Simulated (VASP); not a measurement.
A run of VASP 6.6.1:

The input INCAR:

```
PREC = Accurate
ENCUT = 600
EDIFF = 1E-7
ISMEAR = -1
SIGMA = 0.05
LREAL = False
LASPH = True
NELM = 80
ALGO = Normal
ISIF = 3
LWAVE = False
LCHARG = False
GGA = PS
IBRION = 2
NSW = 80
EDIFFG = -0.01
PSTRESS = 20.0
```

The input KPOINTS:

```
Automatic mesh
0
Gamma
  10 10 10
```

POSCAR

```
GaSb
1.0
   -2.7534340000      2.7534340000      1.5907070000
    2.7534340000     -2.7534340000      1.5907070000
    2.7534340000      2.7534340000     -1.5907070000
Sb Ga
1 1
Direct
    0.0000000000      0.0000000000      0.0000000000
    0.7500000000      0.2500000000      0.5000000000
```

Potentials or basis: VASP PAW PBE potentials, release 64 (Sb, Ga_d).

The run is started by

```bash
$ cat potpaw_PBE.64/Sb/POTCAR potpaw_PBE.64/Ga_d/POTCAR > POTCAR
$ mpirun -np 1 vasp_std > vasp.out
```

Hardware: 1 thread of AMD EPYC 9R14 (Zen 4), with other jobs on the host.

**Question.** How long does it take, and how much memory?

**Answer.** It took 5.8 min on 1 thread of AMD EPYC 9R14 (Zen 4), on a shared host, peak memory 0.24 GiB. Counts: scf iterations 43, k points 102, ion steps 5.
